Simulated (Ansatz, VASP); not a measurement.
Two plane-wave programs on CoO

```
CELL_PARAMETERS angstrom
0.00000 2.12402 2.12402
2.12402 0.00000 2.12402
2.12402 2.12402 0.00000
ATOMIC_POSITIONS crystal
Co 0.00000 0.00000 0.00000
O 0.50000 0.50000 0.50000
```

Alike in both runs: functional PBE; k mesh 18 × 18 × 18; occupations gaussian, width 0.1 eV; collinear spin.

Ansatz relaxed the structure, and its values are those at the end. VASP's run is a single point on that final structure, the one shown.

|  | VASP | Ansatz |
| --- | --- | --- |
| version | VASP 6.6.1 | Ansatz 0.2.0 |
| potentials or method | VASP PAW PBE potentials, release 64 (Co, O), cutoff 520 eV | scalar-relativistic, plane waves, PAW |
| valence electrons in the cell | 15 | 23 |

```tsv
	VASP	Ansatz	Ansatz less VASP
gap on the k mesh at the Fermi level (eV)	none	none	-
pressure (GPa)	-0.5	0.0	+0.56
net moment per atom (μB)	1.44	1.46	+0.020
size of the moment on the site where the two differ most (μB)	2.54	2.49	-0.055
```

Site moments also hang on the region over which each program counts them. A gap of «none» marks a metal or a gap that the smearing closes. VASP's potentials hold 15 valence electrons a cell and Ansatz's 23, so a difference there can come from the potentials and not from the codes.
